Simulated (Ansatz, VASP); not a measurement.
Ir in VASP and in Ansatz

```xyz
2
Lattice="2.7191 0.0000 0.0000 -1.3596 2.3548 0.0000 0.0000 0.0000 4.4130" Properties=species:S:1:pos:R:3 pbc="T T T"
Ir    0.0000    1.5699    1.1033
Ir    1.3596    0.7849    3.3098
```

Alike in both runs: task single point; functional PBEsol; k mesh 15 × 15 × 8; occupations fermi-dirac, width 0.1 eV; no spin polarisation.

|  | VASP | Ansatz |
| --- | --- | --- |
| version | VASP 6.6.1 | Ansatz 0.2.0 |
| potentials or method | VASP PAW PBE potentials, release 64 (Ir_sv_GW), cutoff 560 eV | plane waves (420 eV) with PAW, scalar-relativistic |
| valence electrons in the cell | 34 | 34 |

```csv
,VASP,Ansatz,Ansatz less VASP
pressure (GPa),-2.0,-0.2,+1.80
"traceless stress, the component that is largest in VASP (GPa)",-0.24,-0.24,+0.001
```

VASP's potentials were made for PBE, not for PBEsol, and Ansatz warns of the same on its side.

Spin-orbit coupling is off throughout.
